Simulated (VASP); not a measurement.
# MgS (P6_3/mmc) in VASP: dielectric tensor with PBE

Aim: the dielectric tensor of MgS with PBE.

Everything below comes from runs of VASP 6.6.1. Logs are shortened: lines on timing, memory, paths and dates and some standing lists are left out, and cuts for length are marked.

### Step 1. The cell of the first run

Symmetry: P6_3/mmc, No. 194, hexagonal system. The conventional cell has a = 3.645 Å, b = 3.645 Å, c = 6.147 Å, α = 90.00°, β = 90.00°, γ = 120.00°. Mg (site symmetry -3m) has 6 S at 2.61 Å and 2 Mg at 3.07 Å within 3.4 Å. Within 3.4 Å of S (site symmetry -6m2) lie 6 Mg at 2.61 Å.

### Step 2. Dielectric tensor, PBE

INCAR reads:

```
PREC     = Accurate       # precision mode
ENCUT    = 520            # plane-wave cutoff, eV
EDIFF    = 1E-8           # SCF threshold, eV
ISMEAR   = 0              # smearing method
SIGMA    = 0.01           # smearing width, eV
LREAL    = False          # projectors in reciprocal space
LASPH    = True           # aspherical terms in the spheres
NELM     = 80             # most SCF steps
ALGO     = Normal         # electronic algorithm
ISIF     = 2              # what is computed and relaxed
LWAVE    = False          # write WAVECAR
LCHARG   = False          # write CHGCAR
GGA      = PE             # functional
LEPSILON = True           # dielectric tensor by DFPT
```

KPOINTS reads:

```
regular mesh
0
Gamma
  6 6 4
```

POSCAR reads:

```
MgS
1.0
    3.6454348062      0.0000000000      0.0000000000
   -1.8227174031      3.1570391500      0.0000000000
    0.0000000000      0.0000000000      6.1473560910
Mg S
2 2
Direct
    0.0000000000      0.0000000000      0.0000000000
    0.0000000000      0.0000000000      0.5000000000
    0.3333333333      0.6666666667      0.2500000000
    0.6666666667      0.3333333333      0.7500000000
```

Potentials or basis: VASP PAW PBE potentials, release 64 (Mg, S).

Launch:

```
$ cat potpaw_PBE.64/Mg/POTCAR potpaw_PBE.64/S/POTCAR > POTCAR
$ mpirun -np 1 vasp_std > vasp.out
```

OUTCAR:

```text
PREC = Accurate
   ENCUT = 520
   EDIFF = 1E-8
   ISMEAR = 0
   LREAL = False
   LASPH = True
   NELM = 80
   ISIF = 2
   GGA = PE
   LEPSILON = True

 ion  position               nearest neighbor table
   1  0.000  0.000  0.000-   3 2.61   4 2.61   3 2.61   4 2.61   4 2.61   3 2.61   2 3.07   2 3.07

   2  0.000  0.000  0.500-   3 2.61   4 2.61   3 2.61   4 2.61   4 2.61   3 2.61   1 3.07   1 3.07

   3  0.333  0.667  0.250-   1 2.61   2 2.61   1 2.61   2 2.61   1 2.61   2 2.61
   4  0.667  0.333  0.750-   1 2.61   2 2.61   1 2.61   2 2.61   1 2.61   2 2.61

  LATTYP: Found a hexagonal cell.
 ALAT       =     3.6454348062
 C/A-ratio  =     1.6863162881

  Lattice vectors:

 A1 = (   3.6454348062,   0.0000000000,   0.0000000000)
 A2 = (  -1.8227174031,   3.1570391500,   0.0000000000)
 A3 = (   0.0000000000,   0.0000000000,   6.1473560910)

Analysis of symmetry for initial positions (statically):
=====================================================================
 Subroutine PRICEL returns:
 Original cell was already a primitive cell.

 Routine SETGRP: Setting up the symmetry group for a
 hexagonal supercell.

 Subroutine GETGRP returns: Found 24 space group operations
 (whereof 12 operations were pure point group operations)
 out of a pool of 24 trial point group operations.

The static configuration has the point symmetry D_3d.
 The point group associated with its full space group is D_6h.

Analysis of symmetry for dynamics (positions and initial velocities):
=====================================================================
 Subroutine PRICEL returns:
 Original cell was already a primitive cell.

 Routine SETGRP: Setting up the symmetry group for a
 hexagonal supercell.

 Subroutine GETGRP returns: Found 24 space group operations
 (whereof 12 operations were pure point group operations)
 out of a pool of 24 trial point group operations.

The dynamic configuration has the point symmetry D_3d.
 The point group associated with its full space group is D_6h.

 Subroutine INISYM returns: Found 24 space group operations
 (whereof 12 operations are pure point group operations),
 and found     1 'primitive' translations

----------------------------------------------------------------------------------------
[... 479 lines left out ...]
     -0.00000      2.10469      1.53684         0.000000      0.000000      0.000000
      1.82272      1.05235      4.61052        -0.000000     -0.000000     -0.000000
 -----------------------------------------------------------------------------------
    total drift:                                0.000000     -0.000000     -0.000000

  FREE ENERGIE OF THE ION-ELECTRON SYSTEM (eV)
  ---------------------------------------------------
  free  energy   TOTEN  =       -16.8963532807 eV

  energy  without entropy=      -16.8963532807  energy(sigma->0) =      -16.89635328

 HEAD OF MICROSCOPIC STATIC DIELECTRIC TENSOR (INDEPENDENT PARTICLE, excluding Hartree and local field effects)
 ------------------------------------------------------
           6.056726     0.000000     0.000000
           0.000000     6.056726    -0.000000
           0.000000    -0.000000     6.000235
 ------------------------------------------------------

 Free energy of the ion-electron system (eV)
  ---------------------------------------------------
  ---------------------------------------------------
  free energy    TOTEN  =        -0.98654776 eV

  energy without entropy =       -0.98654776

------------------------ aborting loop because EDIFF is reached ----------------------------------------

--------------------------------------- Ionic step        2  -------------------------------------------

------------------------ aborting loop because EDIFF is reached ----------------------------------------

--------------------------------------- Ionic step        3  -------------------------------------------

 Free energy of the ion-electron system (eV)
  ---------------------------------------------------
  ---------------------------------------------------
  free energy    TOTEN  =        -0.96081000 eV

  energy without entropy =       -0.96081000

------------------------ aborting loop because EDIFF is reached ----------------------------------------

 PIEZOELECTRIC TENSOR FIELD DIRECTION 3  (e Angst)
 -----------------------------------------------------------------------------
    -0.00024  0.00000 -0.00000           ( -0.00000  0.00000  0.00000)
     0.00000 -0.00024  0.00000           (  0.00000 -0.00000  0.00000)
     0.00000  0.00000  0.00213           (  0.00000  0.00000 -0.00000)

 PIEZOELECTRIC TENSOR FIELD DIRECTION 3  (C/m^2)
 -----------------------------------------------------------------------------
    -0.00005  0.00000 -0.00000
     0.00000 -0.00005  0.00000
     0.00000  0.00000  0.00048

 MACROSCOPIC STATIC DIELECTRIC TENSOR (including local field effects in DFT)
 ------------------------------------------------------
           5.564074     0.000000     0.000000
           0.000000     5.564074     0.000000
           0.000000     0.000000     5.429818
 ------------------------------------------------------

 PIEZOELECTRIC TENSOR (including local field effects)  for field in x, y, z        (e  Angst)
          XX          YY          ZZ          XY          YZ          ZX
  --------------------------------------------------------------------------------
  x     0.00000     0.00000     0.00000     0.00000     0.00000     0.00000
  y     0.00000     0.00000     0.00000     0.00000     0.00000     0.00000
  z     0.00000     0.00000     0.00000     0.00000     0.00000     0.00000

 PIEZOELECTRIC TENSOR (including local field effects)  for field in x, y, z        (C/m^2)
          XX          YY          ZZ          XY          YZ          ZX
  --------------------------------------------------------------------------------
  x     0.00000     0.00000     0.00000     0.00000     0.00000     0.00000
  y     0.00000     0.00000     0.00000     0.00000     0.00000     0.00000
  z     0.00000     0.00000     0.00000     0.00000     0.00000     0.00000

 BORN EFFECTIVE CHARGES (including local field effects) (in |e|, cummulative output)
 ---------------------------------------------------------------------------------
 ion    1
    1     2.29438     0.00000     0.00000
    2     0.00000     2.29438    -0.00000
    3     0.00000     0.00000     2.32305
 ion    2
    1     2.29438     0.00000     0.00000
    2     0.00000     2.29438     0.00000
    3     0.00000    -0.00000     2.32305
 ion    3
    1    -2.29438     0.00000     0.00000
    2     0.00000    -2.29438    -0.00000
    3     0.00000     0.00000    -2.32305
 ion    4
    1    -2.29438     0.00000     0.00000
    2     0.00000    -2.29438    -0.00000
    3     0.00000    -0.00000    -2.32305
```

Run time: 1.9 min. Hardware: 1 thread of Intel Xeon 6975P-C (Granite Rapids), shared host; peak memory 0.25 GiB.

Results:

| Property | Result |
| --- | --- |
| Band gap on the k mesh | 3.40 eV, indirect (least direct gap 3.53 eV) |
| Electronic dielectric tensor (diagonal) | 5.56, 5.56, 5.43 |
| Born charges (mean of the diagonal) | Mg +2.30; S -2.30 e |

Levels at points of the mesh, in eV from the valence-band top:
```csv
k point,band 6,band 7,band 8,band 9,band 10,band 11
"(0.00, 0.00, 0.00)",-0.24,0.00,0.00,3.53,4.65,6.81
"(0.50, 0.00, 0.00)",-1.70,-1.58,-0.61,4.05,4.40,4.93
"(0.00, 0.00, 0.50)",-0.25,-0.25,-0.25,4.81,4.81,7.57
"(0.50, 0.00, 0.50)",-1.51,-1.15,-1.15,4.00,4.00,5.30
```

Electronic dielectric tensor:
```
5.56 0.00 0.00
0.00 5.56 0.00
0.00 0.00 5.43
```

Born effective charge tensors (e):
atom 1, Mg
```
2.29 0.00 0.00
0.00 2.29 0.00
0.00 0.00 2.32
```
atom 2, Mg
```
2.29 0.00 0.00
0.00 2.29 0.00
0.00 0.00 2.32
```
atom 3, S
```
-2.29  0.00  0.00
 0.00 -2.29  0.00
 0.00  0.00 -2.32
```
atom 4, S
```
-2.29  0.00  0.00
 0.00 -2.29  0.00
 0.00  0.00 -2.32
```

A k mesh can miss the band edges. PBE gaps usually lie below the measured ones, often by a third to a half.
